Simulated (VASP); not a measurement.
# SiO2 (I-42d) in VASP: notebook

Runs on SiO2. Level: r2SCAN. Tasks: single point.

Program: VASP 6.6.1. These are calculated values, not measurements. Logs are shortened: lines on timing, memory, paths and dates and some standing lists are left out, and cuts for length are marked.

**1. The cell of the first run**

Symmetry: I-42d, No. 122, tetragonal system. The conventional cell has a = 5.070 Å, b = 5.070 Å, c = 7.496 Å, α = 90.00°, β = 90.00°, γ = 90.00°. Si (site symmetry -4) has 4 O at 1.65 Å within 2.2 Å. O (site symmetry 2) has 2 Si at 1.65 Å within 2.2 Å.

**2. Single point, r2SCAN (strain +0.025 along x and y, +0.025 along z)**

POSCAR reads:

```
SiO2
1.0
   -2.5350757610      2.5350757610      3.7477661409
    2.5350757610     -2.5350757610      3.7477661409
    2.5350757610      2.5350757610     -3.7477661409
Si O
2 4
Direct
    0.0000000000      0.0000000000      0.0000000000
    0.7500000000      0.2500000000      0.5000000000
    0.9731664718      0.6250000000      0.8481664718
    0.3750000000      0.2231664718      0.3481664718
    0.7768335282      0.1250000000      0.1518335282
    0.8750000000      0.0268335282      0.6518335282
```

INCAR.step1 reads:

```
SYSTEM = SiO2
PREC = Accurate ; ENCUT = 520
ISMEAR = 0 ; SIGMA = 0.05
LREAL = .False. ; LASPH = .True.
NELM = 100 ; NBANDS = 25
GGA = PE ; ALGO = Normal
EDIFF = 1E-4 ; LWAVE = .True.
LCHARG = .False.
```

INCAR.step2 reads:

```
SYSTEM = SiO2
PREC = Accurate ; ENCUT = 520
EDIFF = 1E-7 ; ISMEAR = 0
SIGMA = 0.05 ; LREAL = .False.
LASPH = .True. ; NELM = 100
ALGO = Normal ; ISIF = 2
LWAVE = .False. ; LCHARG = .False.
METAGGA = R2SCAN ; LMIXTAU = .True.
NBANDS = 25 ; ISTART = 1
```

KPOINTS reads:

```
Automatic mesh
0
Gamma
  6 6 6
  0 0 0
```

Potentials or basis: VASP PAW PBE potentials, release 64 (Si, O).

Command:

```
$ cat potpaw_PBE.64/Si/POTCAR potpaw_PBE.64/O/POTCAR > POTCAR
$ cp INCAR.step1 INCAR
$ mpirun -np 1 vasp_std > vasp.out
$ cp INCAR.step2 INCAR
$ mpirun -np 1 vasp_std > vasp.out
```

OUTCAR:

```text
SYSTEM = SiO2
   PREC = Accurate
   ENCUT = 520
   EDIFF = 1E-7
   ISMEAR = 0
   LREAL = .False.
   LASPH = .True.
   NELM = 100
   ISIF = 2
   METAGGA = R2SCAN
   ISTART = 1

 ion  position               nearest neighbor table
   1  0.000  0.000  0.000-   4 1.65   3 1.65   5 1.65   6 1.65
   2  0.750  0.250  0.500-   3 1.65   4 1.65   5 1.65   6 1.65
   3  0.973  0.625  0.848-   2 1.65   1 1.65
   4  0.375  0.223  0.348-   1 1.65   2 1.65
   5  0.777  0.125  0.152-   1 1.65   2 1.65
   6  0.875  0.027  0.652-   1 1.65   2 1.65

  LATTYP: Found a body centered tetragonal cell.
 ALAT       =     5.0701515220
 C/A-ratio  =     1.4783645517

  Lattice vectors:

 A1 = (  -2.5350757610,   2.5350757610,   3.7477661409)
 A2 = (   2.5350757610,  -2.5350757610,   3.7477661409)
 A3 = (   2.5350757610,   2.5350757610,  -3.7477661409)

Analysis of symmetry for initial positions (statically):
=====================================================================
 Subroutine PRICEL returns:
 Original cell was already a primitive cell.

 Routine SETGRP: Setting up the symmetry group for a
 body centered tetragonal supercell.

 Subroutine GETGRP returns: Found  8 space group operations
 (whereof  4 operations were pure point group operations)
 out of a pool of 16 trial point group operations.

The static configuration has the point symmetry S_4 .
 The point group associated with its full space group is D_2d.

Analysis of symmetry for dynamics (positions and initial velocities):
=====================================================================
 Subroutine PRICEL returns:
 Original cell was already a primitive cell.

 Routine SETGRP: Setting up the symmetry group for a
 body centered tetragonal supercell.

 Subroutine GETGRP returns: Found  8 space group operations
 (whereof  4 operations were pure point group operations)
 out of a pool of 16 trial point group operations.

The dynamic configuration has the point symmetry S_4 .
 The point group associated with its full space group is D_2d.

 Subroutine INISYM returns: Found  8 space group operations
 (whereof  4 operations are pure point group operations),
 and found     1 'primitive' translations

----------------------------------------------------------------------------------------

                                     Primitive cell

  volume of cell :      96.3417

[... 92 lines left out ...]
   LSORBIT =      F    spin-orbit coupling
   LASPH  =      T    aspherical Exc in radial PAW
   ENCUT  =  520.0 eV  38.22 Ry    6.18 a.u.   9.64  9.64  9.64*2*pi/ulx,y,z
   NELM   =    100;   NELMIN=  2; NELMDL=  0     # of ELM steps
   EDIFF  = 0.1E-06   stopping-criterion for ELM
   LREAL  =      F    real-space projection
   EDIFFG = 0.1E-05   stopping-criterion for IOM
   NSW    =      0    number of steps for IOM
   IBRION =     -1    ionic relax: 0-MD 1-quasi-New 2-CG
   NFREE  =      0    steps in history (QN), initial steepest desc. (CG)
   ISIF   =      2    stress and relaxation
   ISYM   =      2    0-nonsym 1-usesym 2-fastsym
   POTIM  = 0.5000    time-step for ionic-motion
   TEBEG  =    0.0;   TEEND  =   0.0 temperature during run
   PSTRESS=    0.0 pullay stress
   NELECT =      32.0000    total number of electrons
   NUPDOWN=      -1.0000    fix difference up-down
   EMIN   =  10.00;   EMAX   =-10.00  energy-range for DOS
   EFERMI =   0.00;   METHOD = LEGACY
   ISMEAR =     0;   SIGMA  =   0.05  broadening in eV -4-tet -1-fermi 0-gaus
   EFERMI_NEDOS =   21; number of points for ismear=-14 and -15
   IALGO  =     38    algorithm
   IMIX   =      4    mixing-type and parameters
     AMIX     =   0.40;   BMIX     =  1.00
     AMIX_MAG =   1.60;   BMIX_MAG =  1.00
  volume/ion in A,a.u.               =      16.06       108.36
  Fermi-wavevector in a.u.,A,eV,Ry     =   1.133757  2.142490 17.489000  1.285405
  Thomas-Fermi vector in A             =   2.270460
   LORBIT       =      0    0 simple, 1 ext, 2 COOP (PROOUT), +10 PAW based schemes
   METAGGA = R2SCAN    functional components
   LHFCALC =     F    Hartree Fock is set to
   AEXX    =    0.0000 exact exchange contribution
   IVDW    =     0    specifies the selected vdW correction
   LEPSILON=     F    determine dielectric tensor
   LRPA    =     F    only Hartree local field effects (RPA)
 non-spin polarized calculation
 Gauss-broadening in eV      SIGMA  =   0.05
  energy-cutoff  :      520.00
  volume of cell :       96.34
 maximum number of plane-waves:      2619
 NGX is ok and might be reduce to    40
   NGX = 19   NGY = 19   NGZ = 19

 number of electron      31.9999989 magnetization

 Free energy of the ion-electron system (eV)
  ---------------------------------------------------
  ext. energy  EPLUGINS =         0.00000000
  ---------------------------------------------------
  free energy    TOTEN  =       -59.35710733 eV

  energy without entropy =      -59.35710733  energy(sigma->0) =      -59.35710733

 E-fermi :  -1.0524     XC(G=0):  -8.3036

 val. band max:       -1.3112766268   @ k =   0.0000   0.0000   0.0000
 cond. band min:       4.8122044624   @ k =   0.0000   0.0000   0.0000
 fundamental gap:      6.1234810892
 Fermi energy:        -1.0523752621

 k-point     1 :       0.0000    0.0000    0.0000
  band No.  band energies     occupation
      1     -21.1307      2.00000
      2     -19.2792      2.00000
      3     -19.2792      2.00000
      4     -19.2264      2.00000
      5     -10.4020      2.00000
      6      -6.6987      2.00000
[... 661 lines left out ...]
     24      12.1743      0.00000
     25      12.7979      0.00000

 [... further k-points ...]
[... 5 lines left out ...]
  --------------------------------------------------------------------------------------
  -------------------------------------------------------------------------------------
  Total       -6.4497497     -6.4497497     -6.3598885      0.0000000      0.0000000      0.0000000
  in kB     -107.2603195   -107.2603195   -105.7659140      0.0000000      0.0000000      0.0000000
  external PRESSURE =    -106.7621844 kB  Pullay stress =       0.0000000 kB

 VOLUME and BASIS-vectors are now :
 -----------------------------------------------------------------------------
  energy-cutoff  :      520.00
  volume of cell :       96.34
      direct lattice vectors                 reciprocal lattice vectors
    -2.535075761  2.535075761  3.747766141     0.000000000  0.197232764  0.133412807
     2.535075761 -2.535075761  3.747766141     0.197232764  0.000000000  0.133412807
     2.535075761  2.535075761 -3.747766141     0.197232764  0.197232764  0.000000000

 POSITION                                       TOTAL-FORCE (eV/Angst)
 -----------------------------------------------------------------------------------
      0.00000      0.00000      0.00000         0.000000      0.000000     -0.000000
      0.00000      2.53508      1.87388         0.000000      0.000000      0.000000
      1.26754      3.03279      2.81082         0.000000     -0.756909      0.000000
      0.49772      1.26754      0.93694        -0.756909      0.000000      0.000000
     -1.26754      2.03736      2.81082         0.000000      0.756909     -0.000000
     -0.49772      3.80261      0.93694         0.756909      0.000000     -0.000000
 -----------------------------------------------------------------------------------
    total drift:                               -0.000000     -0.000000     -0.000005

  FREE ENERGIE OF THE ION-ELECTRON SYSTEM (eV)
  ---------------------------------------------------
  free  energy   TOTEN  =       -59.3571073338 eV

  energy  without entropy=      -59.3571073338  energy(sigma->0) =      -59.35710733
```

OUTCAR.step1:

```text
SYSTEM = SiO2
   PREC = Accurate
   ENCUT = 520
   ISMEAR = 0
   LREAL = .False.
   LASPH = .True.
   NELM = 100
[... 911 lines left out ...]
      0.49772      1.26754      0.93694        -0.479141     -0.000000      0.000000
     -1.26754      2.03736      2.81082         0.000000      0.479141     -0.000000
     -0.49772      3.80261      0.93694         0.479141     -0.000000     -0.000000
 -----------------------------------------------------------------------------------
    total drift:                                0.000000      0.000000     -0.000000

  FREE ENERGIE OF THE ION-ELECTRON SYSTEM (eV)
  ---------------------------------------------------
  free  energy   TOTEN  =       -47.4011309507 eV

  energy  without entropy=      -47.4011309507  energy(sigma->0) =      -47.40113095
```

Run time: 2.5 min. Hardware: 1 thread of Intel Xeon 6975P-C (Granite Rapids), shared host; peak memory 0.27 GiB.

What came out:

| Property | Result |
| --- | --- |
| Free energy | -59.3571 eV |
| Pressure | -10.7 GPa |
| Largest force | 0.757 eV/Å |
| Band gap on the k mesh | 6.12 eV, direct |

Forces in eV/Å, atoms in the order of the input:
```
Si   0.000  0.000  0.000
Si   0.000  0.000  0.000
O    0.000 -0.757  0.000
O   -0.757  0.000  0.000
O    0.000  0.757  0.000
O    0.757  0.000  0.000
```

Stress tensor (GPa, compression positive):
```
-10.73   0.00   0.00
  0.00 -10.73   0.00
  0.00   0.00 -10.58
```

Levels at points of the mesh, in eV from the valence-band top:
| k point | band 14 | band 15 | band 16 | band 17 | band 18 | band 19 |
| --- | --- | --- | --- | --- | --- | --- |
| (0.00, 0.00, 0.00) | -0.74 | 0.00 | 0.00 | 6.12 | 9.34 | 10.70 |
| (0.50, 0.00, 0.00) | -0.76 | -0.45 | -0.14 | 8.33 | 9.34 | 10.24 |
| (0.50, 0.50, 0.00) | -0.89 | -0.32 | -0.32 | 9.40 | 9.40 | 10.50 |
| (0.50, 0.50, 0.50) | -1.40 | -0.29 | -0.29 | 9.20 | 9.20 | 10.62 |

Caveat: the cell differs from its parent crystal (strain +0.025 along x and y, +0.025 along z); the PAW data sets were made with another functional, which shifts forces and pressure a little.

**3. Single point, r2SCAN (strain +0.050 along x and y, +0.000 along z)**

POSCAR: that of step 2 with these lines changed.

```diff
@@ -2,5 +2,5 @@
 1.0
-   -2.5350757610      2.5350757610      3.7477661409
-    2.5350757610     -2.5350757610      3.7477661409
-    2.5350757610      2.5350757610     -3.7477661409
+   -2.5969068771      2.5969068771      3.6563572106
+    2.5969068771     -2.5969068771      3.6563572106
+    2.5969068771      2.5969068771     -3.6563572106
 Si O
```

INCAR.step1 reads:

```
ALGO = Normal ; EDIFF = 1E-4
ENCUT = 520 ; GGA = PE
ISMEAR = 0 ; LASPH = T
LCHARG = F ; LREAL = F
LWAVE = T ; NBANDS = 25
NELM = 100 ; PREC = Accurate
SIGMA = 0.05
```

INCAR.step2 reads:

```
ALGO = Normal ; EDIFF = 1E-6
ENCUT = 520 ; ISIF = 2
ISMEAR = 0 ; ISTART = 1
LASPH = T ; LCHARG = F
LMIXTAU = T ; LREAL = F
LWAVE = F ; METAGGA = R2SCAN
NBANDS = 25 ; NELM = 100
PREC = Accurate ; SIGMA = 0.05
```

KPOINTS reads:

```
k-points
0
Gamma
  6 6 6
```

Potentials or basis: VASP PAW PBE potentials, release 64 (Si, O).

Command:

```
$ cat potpaw_PBE.64/Si/POTCAR potpaw_PBE.64/O/POTCAR > POTCAR
$ cp INCAR.step1 INCAR
$ mpirun -np 1 vasp_std > vasp.out
$ cp INCAR.step2 INCAR
$ mpirun -np 1 vasp_std > vasp.out
```

Wall time 2.3 min (1 thread of Intel Xeon 6975P-C (Granite Rapids), shared host); peak memory 0.27 GiB.

The run converged. Its results:

| Property | Result |
| --- | --- |
| Free energy | -59.1496 eV |
| Pressure | -13.6 GPa |
| Largest force | 1.021 eV/Å |
| Band gap on the k mesh | 5.97 eV, direct |

Forces in eV/Å, atoms in the order of the input:
```
Si   0.000  0.000  0.000
Si   0.000  0.000  0.000
O    0.000 -1.021  0.000
O   -1.021  0.000  0.000
O    0.000  1.021  0.000
O    1.021  0.000  0.000
```

Stress tensor (GPa, compression positive):
```
-14.78   0.00   0.00
  0.00 -14.78   0.00
  0.00   0.00 -11.27
```

Levels at points of the mesh, in eV from the valence-band top:
| k point | band 13 | band 14 | band 15 | band 16 | band 17 | band 18 | band 19 | band 20 |
| --- | --- | --- | --- | --- | --- | --- | --- | --- |
| (0.00, 0.00, 0.00) | -1.36 | -0.71 | 0.00 | 0.00 | 5.97 | 9.16 | 10.47 | 10.98 |
| (0.50, 0.00, 0.00) | -1.32 | -0.73 | -0.39 | -0.15 | 8.05 | 9.32 | 10.15 | 10.35 |
| (0.50, 0.50, 0.00) | -0.84 | -0.84 | -0.28 | -0.28 | 9.18 | 9.18 | 10.36 | 10.36 |
| (0.50, 0.50, 0.50) | -1.34 | -1.34 | -0.33 | -0.33 | 9.09 | 9.09 | 10.50 | 10.50 |

Caveat: the cell differs from its parent crystal (strain +0.050 along x and y, +0.000 along z); the PAW data sets were made with another functional, which shifts forces and pressure a little.
